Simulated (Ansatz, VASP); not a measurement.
**K in VASP and in Ansatz**

```
K
1.0
     4.61460    0.00000    0.00000
    -2.30730    3.99636    0.00000
     0.00000    0.00000   15.01218
K
4
Direct
  0.00000 0.00000 0.00000
  0.33333 0.66667 0.75000
  0.00000 0.00000 0.50000
  0.66667 0.33333 0.25000
```

Alike in both runs: functional PBE; dispersion D3(BJ); k mesh 12 × 12 × 4; occupations gaussian, width 0.1 eV; no spin polarisation.

Ansatz relaxed the structure, and its values are those at the end. VASP's run is a single point on that final structure, the one shown.

|  | VASP | Ansatz |
| --- | --- | --- |
| version | VASP 6.6.1 | Ansatz 0.2.0 |
| potentials or method | VASP PAW PBE potentials, release 64 (K_sv), cutoff 520 eV | scalar-relativistic, plane waves, PAW |
| valence electrons in the cell | 36 | 36 |

```tsv
	VASP	Ansatz	Ansatz less VASP
gap on the k mesh at the Fermi level (eV)	none	none	-
pressure (GPa)	0.0	0.0	+0.01
```

A gap of «none» marks a metal or a gap that the smearing closes.
